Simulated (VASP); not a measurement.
# FeAs2 (Pnnm) in VASP: a series of runs, part 2 of 2

VASP 6.6.1. The steps go on from the part before.

## Step 3: Single point, LDA

This run uses another cell than the first one, of 14.34 Å³/atom.

INCAR reads:

```
SYSTEM = FeAs2
ALGO = Normal ; EDIFF = 1E-7
ENCUT = 520 ; GGA = CA
ISIF = 2 ; ISMEAR = 0
LASPH = .TRUE. ; LCHARG = .FALSE.
LREAL = .FALSE. ; LWAVE = .FALSE.
NBANDS = 27 ; NELM = 80
PREC = Accurate ; SIGMA = 0.01
```

KPOINTS reads:

```
k-points
0
G
  8 6 12
  0 0 0
```

POSCAR reads:

```
FeAs2
1.0
    5.2029815889      0.0000000000      0.0000000000
    0.0000000000      5.8580917871      0.0000000000
    0.0000000000      0.0000000000      2.8222259418
Fe As
2 4
Direct
    0.0000000000      0.0000000000      0.0000000000
    0.5000000000      0.5000000000      0.5000000000
    0.1798394030      0.3603358667      0.0000000000
    0.8201605970      0.6396641333      0.0000000000
    0.6798394030      0.1396641333      0.5000000000
    0.3201605970      0.8603358667      0.5000000000
```

Potentials or basis: VASP PAW LDA potentials, release 64 (Fe, As).

The run is started by

```bash
$ cat potpaw_LDA.64/Fe/POTCAR potpaw_LDA.64/As/POTCAR > POTCAR
$ mpirun -np 1 vasp_std > vasp.out
```

OUTCAR:

```text
SYSTEM = FeAs2
   EDIFF = 1E-7
   ENCUT = 520
   GGA = CA
   ISIF = 2
   ISMEAR = 0
   LASPH = .TRUE.
   LREAL = .FALSE.
   NELM = 80
   PREC = Accurate

 ion  position               nearest neighbor table
   1  0.000  0.000  0.000-   3 2.31   4 2.31   5 2.33   6 2.33   5 2.33   6 2.33
   2  0.500  0.500  0.500-   5 2.31   6 2.31   3 2.33   4 2.33   3 2.33   4 2.33
   3  0.180  0.360  0.000-   1 2.31   2 2.33   2 2.33   4 2.49
   4  0.820  0.640  0.000-   1 2.31   2 2.33   2 2.33   3 2.49
[... 933 lines left out ...]
  -------------------------------------------------------------------------------------
  Total        0.4601413      0.3660815      0.2776283      0.0000000      0.0000000      0.0000000
  in kB        8.5704094      6.8184889      5.1709951      0.0000000      0.0000000      0.0000000
  external PRESSURE =       6.8532978 kB  Pullay stress =       0.0000000 kB

 VOLUME and BASIS-vectors are now :
 -----------------------------------------------------------------------------
  energy-cutoff  :      520.00
  volume of cell :       86.02
      direct lattice vectors                 reciprocal lattice vectors
     5.202981589  0.000000000  0.000000000     0.192197490  0.000000000  0.000000000
     0.000000000  5.858091787  0.000000000     0.000000000  0.170704051  0.000000000
     0.000000000  0.000000000  2.822225942     0.000000000  0.000000000  0.354330242

 POSITION                                       TOTAL-FORCE (eV/Angst)
 -----------------------------------------------------------------------------------
      0.00000      0.00000      0.00000         0.000000      0.000000      0.000000
      2.60149      2.92905      1.41111         0.000000      0.000000      0.000000
      0.93570      2.11088      0.00000         0.005308     -0.030365     -0.000000
      4.26728      3.74721      0.00000        -0.005308      0.030365      0.000000
      3.53719      0.81817      1.41111         0.005308      0.030365     -0.000000
      1.66579      5.03993      1.41111        -0.005308     -0.030365      0.000000
 -----------------------------------------------------------------------------------
    total drift:                                0.000000      0.000000     -0.000000

  FREE ENERGIE OF THE ION-ELECTRON SYSTEM (eV)
  ---------------------------------------------------
  free  energy   TOTEN  =       -42.5536474365 eV

  energy  without entropy=      -42.5536474365  energy(sigma->0) =      -42.55364744
```

OSZICAR:

```text
N       E                     dE             d eps       ncg     rms          rms(c)
DAV:   1     0.255208134315E+03    0.25521E+03   -0.15155E+04  7560   0.135E+03
DAV:   2    -0.201185918445E+02   -0.27533E+03   -0.26134E+03  7581   0.311E+02
DAV:   3    -0.445199529921E+02   -0.24401E+02   -0.23183E+02  9865   0.102E+02
DAV:   4    -0.455348058003E+02   -0.10149E+01   -0.10017E+01  9598   0.208E+01
DAV:   5    -0.455582190665E+02   -0.23413E-01   -0.23391E-01  9165   0.309E+00    0.199E+01
DAV:   6    -0.539935175607E+02   -0.84353E+01   -0.44442E+01 10031   0.118E+02    0.323E+01
DAV:   7    -0.426775597708E+02    0.11316E+02   -0.33403E+01  9721   0.108E+02    0.527E+00
DAV:   8    -0.426626763310E+02    0.14883E-01   -0.28949E+00  8468   0.863E+00    0.332E+00
DAV:   9    -0.425564995258E+02    0.10618E+00   -0.32202E-01  9907   0.921E+00    0.123E+00
DAV:  10    -0.425541263736E+02    0.23732E-02   -0.30889E-02 10084   0.141E+00    0.189E-01
DAV:  11    -0.425538339966E+02    0.29238E-03   -0.97215E-04  9574   0.297E-01    0.185E-01
DAV:  12    -0.425536468687E+02    0.18713E-03   -0.36873E-04 11833   0.192E-01    0.541E-02
DAV:  13    -0.425536488966E+02   -0.20279E-05   -0.38398E-05 10920   0.417E-02    0.221E-02
DAV:  14    -0.425536474397E+02    0.14569E-05   -0.33651E-06 11285   0.250E-02    0.452E-03
DAV:  15    -0.425536474365E+02    0.31851E-08   -0.48702E-07  7782   0.626E-03
   1 F= -.42553647E+02 E0= -.42553647E+02  d E =-.255323E-13
```

stdout:

```text
POSCAR found type information on POSCAR FeAs
 POSCAR found :  2 types and       6 ions
 scaLAPACK will be used
 LDA part: xc-table for (Slater(with rela. corr.)+CA(PZ))
 , standard interpolation
 POSCAR, INCAR and KPOINTS ok, starting setup
 FFT: planning ... GRIDC
 FFT: planning ... GRID_SOFT
 FFT: planning ... GRID
 WAVECAR not read
 entering main loop
```

Wall time 3.1 min (1 thread of AMD EPYC 9R45 (Zen 5), shared host); peak memory 0.35 GiB.

Results:

* Free energy: -42.5536 eV
* Pressure: 0.7 GPa
* Largest force: 0.031 eV/Å
* Band gap on the k mesh: 0.20 eV (least direct gap 0.50 eV)

Forces in eV/Å, atoms in the order of the input:
```
Fe   0.000  0.000  0.000
Fe   0.000  0.000  0.000
As   0.005 -0.030  0.000
As  -0.005  0.030  0.000
As   0.005  0.030  0.000
As  -0.005 -0.030  0.000
```

Spin polarisation is off, so any magnetic state and its effect on volume and gap are missing.

## Step 4: Single point, LDA

This run uses another cell than the first one, of 14.34 Å³/atom.

INCAR reads:

```
  PREC = Accurate
  ENCUT = 520
  EDIFF = 1E-6
  ISMEAR = 0
  SIGMA = 0.01
  LREAL = F
  LASPH = T
  NELM = 80
  ALGO = Normal
  ISIF = 2
  LWAVE = F
  LCHARG = T
  GGA = CA
  LELF = T
  LVHAR = T
  NBANDS = 27
```

KPOINTS reads:

```
regular mesh
0
Gamma
  8 6 12
```

POSCAR is that of step 3.

The run is started by

```bash
$ cat potpaw_LDA.64/Fe/POTCAR potpaw_LDA.64/As/POTCAR > POTCAR
$ mpirun -np 1 vasp_std > vasp.out
```

It took 3.1 min on 1 thread of AMD EPYC 9R45 (Zen 5), shared host; peak memory 0.35 GiB.

It converged, with:

```yaml
Free_energy: -42.5536 eV
Pressure: 0.7 GPa
Largest_force: 0.031 eV/Å
Band_gap_on_the_k_mesh: 0.20 eV (least direct gap 0.50 eV)
```

Forces on the atoms (eV/Å):
```
Fe   0.000  0.000  0.000
Fe   0.000  0.000  0.000
As   0.005 -0.030  0.000
As  -0.005  0.030  0.000
As   0.005  0.030  0.000
As  -0.005 -0.030  0.000
```

Stress tensor (GPa, compression positive):
```
0.85 0.00 0.00
0.00 0.67 0.00
0.00 0.00 0.51
```

Levels at points of the mesh, in eV from the valence-band top:
```tsv
k point	band 14	band 15	band 16	band 17	band 18	band 19	band 20	band 21	band 22	band 23
(0.00, 0.00, 0.00)	-1.27	-0.71	-0.28	-0.27	-0.18	1.68	2.66	4.33	4.93	5.18
(0.50, 0.00, 0.00)	-1.31	-0.66	-0.66	-0.28	-0.28	3.27	3.27	3.91	3.91	4.49
(0.00, 0.50, 0.00)	-1.25	-0.32	-0.32	-0.31	-0.31	2.55	2.55	3.09	3.09	3.86
(0.50, 0.50, 0.00)	-1.38	-1.12	-1.12	-0.23	-0.23	1.46	1.46	4.42	4.42	5.13
(0.00, 0.00, 0.50)	-2.49	-1.11	-1.11	-0.42	-0.42	0.52	0.52	1.97	1.97	2.59
(0.50, 0.00, 0.50)	-2.20	-1.09	-1.09	-0.55	-0.55	0.81	0.81	1.84	1.84	4.20
(0.00, 0.50, 0.50)	-1.62	-1.16	-1.16	-0.42	-0.42	0.48	0.48	0.97	0.97	2.78
(0.50, 0.50, 0.50)	-1.34	-1.00	-1.00	0.00	0.00	0.54	0.54	2.54	2.54	3.61
```

Spin polarisation is off, so any magnetic state and its effect on volume and gap are missing.

## Step 5: Against experiment

Step 3. A measured gap of FeAs2 is 0.2 eV (from transport; “Huge Thermoelectric Power Factor: FeSb2 versus FeAs2 and RuSb2”, 2009, arxiv:0910.0784); the calculated 0.20 eV misses it by 0.00 eV. Spin-orbit coupling on As is left out. The value is that of LDA on a finite k mesh, which can miss the band edges, without temperature or zero-point motion. Semilocal functionals fall short of measured gaps as a rule.

Step 4. A measured gap of FeAs2 is 0.2 eV (from transport; “Huge Thermoelectric Power Factor: FeSb2 versus FeAs2 and RuSb2”, 2009, arxiv:0910.0784); the calculated 0.20 eV misses it by 0.00 eV. Spin-orbit coupling on As is left out. The value is that of LDA on a finite k mesh, which can miss the band edges, without temperature or zero-point motion. Semilocal functionals fall short of measured gaps as a rule.
